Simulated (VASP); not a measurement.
Runs of VASP 6.6.1 on W. The structure is that of space group Fm-3m (No. 225), or close to it. The cells are those of the table. 

| cell | gap on the mesh (eV) | pressure (GPa) |
| --- | --- | --- |
| a = 2.918 Å, angles 60.0°, 1 atom | none | -19.8 |
| a = 2.847 Å, angles 60.0°, 1 atom | none | -1.0 |
| a = 2.895 Å, angles 60.0°, 1 atom | none | (a) |
| a = 2.797 Å, angles 60.0°, 1 atom | none | 16.1 |
| a = 2.964 Å, angles 60.0°, 1 atom | none | -28.8 |
| a = 2.772 Å, angles 60.0°, 1 atom | none | (c) |
| a = 2.941 Å, angles 60.0°, 1 atom | none | (b) |
| a = 2.822 Å, angles 60.0°, 1 atom | none | 7.0 |

Alike in all rows: task single point; level r2SCAN; potentials or basis VASP PAW PBE potentials, release 64 (W_sv); no spin polarisation; k mesh 12 × 12 × 12; cutoff (eV) 520; smearing fermi-dirac 0.1 eV.

Q: Estimate the missing entries.

A: (a) -14.3; (b) -24.6; (c) 26.5.

Caveats: the PAW data sets were made with another functional, which shifts forces and pressure a little; spin-orbit coupling is left out, which moves the levels of the heavy elements.

A k mesh can miss the band edges, and the runs leave out spin-orbit coupling on W.

A gap of «none» marks levels without a gap at the run's occupations.
